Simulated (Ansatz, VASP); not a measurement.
# Two plane-wave programs on B3As5

```
B As
1.0
     3.45211    0.00000    0.00000
    -1.72606    2.98962    0.00000
     0.00000    0.00000   12.89686
B As
3 5
Direct
  0.33333 0.66667 0.03958
  0.66667 0.33333 0.25493
  0.00000 0.00000 0.70981
  0.00000 0.00000 0.98870
  0.33333 0.66667 0.20340
  0.66667 0.33333 0.41993
  0.33333 0.66667 0.75362
  0.00000 0.00000 0.53453
```

Alike in both runs: functional PBE; k mesh 12 × 12 × 4; occupations gaussian, width 0.1 eV; no spin polarisation.

Ansatz relaxed the structure, and its values are those at the end. VASP's run is a single point on that final structure, the one shown.

|  | VASP | Ansatz |
| --- | --- | --- |
| version | VASP 6.6.1 | Ansatz 0.2.0 |
| potentials or method | VASP PAW PBE potentials, release 64 (B, As), cutoff 520 eV | scalar-relativistic, plane waves, PAW |
| valence electrons in the cell | 34 | 84 |

|  | VASP | Ansatz | Ansatz less VASP |
| --- | --- | --- | --- |
| gap on the k mesh at the Fermi level (eV) | none | none | - |
| pressure (GPa) | 0.4 | 0.0 | -0.42 |
| rms of the force components (eV/Å) | 0.017 | 0.002 | -0.0147 |

A gap of «none» marks a metal or a gap that the smearing closes. The functional is the same, so the differences come from potentials, cutoffs and numerics. VASP's potentials hold 34 valence electrons a cell and Ansatz's 84, so a difference there can come from the potentials and not from the codes.
